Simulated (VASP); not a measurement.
Crystal: LiH.

```
CELL_PARAMETERS angstrom
0.00000 2.02308 2.02308
2.02308 0.00000 2.02308
2.02308 2.02308 0.00000
ATOMIC_POSITIONS crystal
Li 0.00000 0.00000 0.00000
H 0.50000 0.50000 0.50000
```

This cell differs from its parent crystal: volume scaled by 0.98.

Base run:

- Program: VASP 6.6.1
- Functional: PBEsol
- Potentials or basis: VASP PAW PBE potentials, release 64 (Li_sv, H)
- Cutoff: 520 eV
- k mesh: 11 × 11 × 11
- Occupations: fermi-dirac, width 0.05 eV
- Spin: no spin polarisation

Its results: band gap on the k mesh 2.96 eV, direct.

Problem. The run is repeated on the same cell with these changes: functional from PBEsol to HSE06; k mesh from 11 × 11 × 11 to 6 × 6 × 6. What comes out?

Solution. Band gap on the k mesh 3.99 eV, direct.

Several settings changed at once, so the effect can't be laid on one alone.

Caveats: some runs use coarse meshes.

A k mesh can miss the band edges.
